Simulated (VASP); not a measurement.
Write the native input for VASP 6.6.1 that does the following.

| Item | Value |
| --- | --- |
| Task | single point |
| Functional | LDA |
| Potentials or basis | VASP PAW LDA potentials, release 64 (C) |
| Cutoff | 520 eV |
| k mesh | 21 × 21 × 21 |
| Occupations | fermi-dirac, width 0.1 eV |
| Spin | no spin polarisation |
| Dipole correction | no |
| Further INCAR settings | ALGO = Normal; EDIFF = 1e-06; NBANDS = 8 |

The structure of C lies in POSCAR:

```
C
1.0
   -1.2094447720      1.2094447720      1.2094447720
    1.2094447720     -1.2094447720      1.2094447720
    1.2094447720      1.2094447720     -1.2094447720
C
1
Direct
    0.0000000000      0.0000000000      0.0000000000
```

This cell differs from its parent crystal: volume scaled by 1.12.

The input as run:

INCAR

```
PREC = Accurate
ENCUT = 520
EDIFF = 1E-6
ISMEAR = -1
SIGMA = 0.1
LREAL = False
LASPH = True
NELM = 60
ALGO = Normal
ISIF = 2
LWAVE = False
LCHARG = False
GGA = CA
NBANDS = 8
```

KPOINTS

```
Automatic mesh
0
Gamma
  21 21 21
```

Potentials or basis: VASP PAW LDA potentials, release 64 (C).

Run with:

```sh
$ cat potpaw_LDA.64/C/POTCAR > POTCAR
$ mpirun -np 1 vasp_std > vasp.out
```

Results of the run:

- Pressure: -20.0 GPa
- Band gap on the k mesh: zero (band 2 reaches 16.16 eV, above the bottom of band 3 at 3.02 eV)

Run time: 14 s on 1 thread of AMD EPYC 7R43 64-Core Processor (Zen 3) (shared host), peak memory 0.08 GiB.
